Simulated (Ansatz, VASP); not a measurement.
## ZnSe in VASP and in Ansatz

```xyz
2
Lattice="0.0000 2.8894 2.8894 2.8894 0.0000 2.8894 2.8894 2.8894 0.0000" Properties=species:S:1:pos:R:3 pbc="T T T"
Se    4.3341    4.3341    4.3341
Zn    0.0000    0.0000    0.0000
```

Change from the starting cell: volume scaled by 1.06.

Alike in both runs: task single point; functional PBEsol; k mesh 8 × 8 × 8; occupations fermi-dirac, width 0.05 eV; no spin polarisation.

|  | VASP | Ansatz |
| --- | --- | --- |
| version | VASP 6.6.1 | Ansatz 0.2.0 |
| potentials or method | VASP PAW PBE potentials, release 64 (Se, Zn), cutoff 520 eV | all-electron LAPW, scalar-relativistic |

VASP gave:

| Quantity | Value |
| --- | --- |
| gap on the k mesh at the Fermi level (eV) | 0.95 |
| least direct gap on the mesh (eV) | 0.95 |
| pressure (GPa) | -4.0 |

Problem. Estimate Ansatz's values.

Solution. gap on the k mesh at the Fermi level (eV): 0.95; least direct gap on the mesh (eV): 0.95; pressure (GPa): -4.2.

VASP's potentials were made for PBE, not for PBEsol. Ansatz ran all-electron here, and VASP with PAW potentials.
